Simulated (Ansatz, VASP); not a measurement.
NaCl in VASP and in Ansatz

INCAR

```
SYSTEM = NaCl
PREC     = Accurate       ! precision mode
ENCUT    = 400            ! plane-wave cutoff, eV
EDIFF    = 1E-8           ! SCF threshold, eV
ISMEAR   = -1             ! smearing method
SIGMA    = 0.02           ! smearing width, eV
LREAL    = .False.        ! projectors in reciprocal space
LASPH    = .True.         ! aspherical terms in the spheres
NELM     = 120            ! most SCF steps
ALGO     = Normal         ! electronic algorithm
ISIF     = 2              ! what is computed and relaxed
LWAVE    = .False.        ! write WAVECAR
LCHARG   = .False.        ! write CHGCAR
GGA      = PE             ! functional
LEFG     = .True.       
NBANDS   = 14             ! bands
GGA_COMPAT= .False.
```

KPOINTS

```
Automatic mesh
0
Gamma
  8 8 8
  0 0 0
```

Contents of POSCAR:

```
NaCl
1.0
    2.8311091358      0.0000000000      0.0000000000
    0.0000000000      2.8311091358      0.0000000000
    0.0000000000      0.0000000000      2.8311091358
Na Cl
1 1
Direct
    0.0000000000      0.0000000000      0.0000000000
    0.5000000000      0.5000000000      0.5000000000
```

Input for Ansatz:

```yaml
crystal:
  lattice:
    - [2.8311091358, 0.0, 0.0]
    - [0.0, 2.8311091358, 0.0]
    - [0.0, 0.0, 2.8311091358]
  atoms:
    - { symbol: Na, position: [0.0, 0.0, 0.0] }
    - { symbol: Cl, position: [0.5, 0.5, 0.5] }
kpoints:
  mp_grid: { grid: [8, 8, 8] }
scf:
  occupations: { method: fermi_dirac, width: 0.02 }
hamiltonian:
  xc: pbe
  pseudopotentials: { kind: paw }
output:
  forces: true
  stress: true
  eigenvalues: true
  efg: { contact_densities: true }
```

Change from the starting cell: volume scaled by 0.97, PAW files.

Alike in both runs: task electric field gradients; functional PBE; k mesh 8 × 8 × 8; occupations fermi-dirac, width 0.02 eV; no spin polarisation.

```csv
,VASP,Ansatz
version,VASP 6.6.1,Ansatz 0.2.0
potentials or method,"VASP PAW PBE potentials, release 64 (Na_pv, Cl)","PAW with Ansatz's default frozen-core files, scalar-relativistic"
plane-wave cutoff (eV),400,420
valence electrons in the cell,14,16
```

VASP gave:

```
gap on the k mesh at the Fermi level (eV) : 4.29
pressure (GPa)                            : 73.1
```

Estimate Ansatz's values.

gap on the k mesh at the Fermi level (eV): 4.24; pressure (GPa): 73.0.

Both programs put the cell under a high pressure, so it lies far from rest at this level. VASP's potentials hold 14 valence electrons a cell and Ansatz's 16, so a difference there can come from the potentials and not from the codes.

Noted on VASP's run: the cell as given lies far from equilibrium.
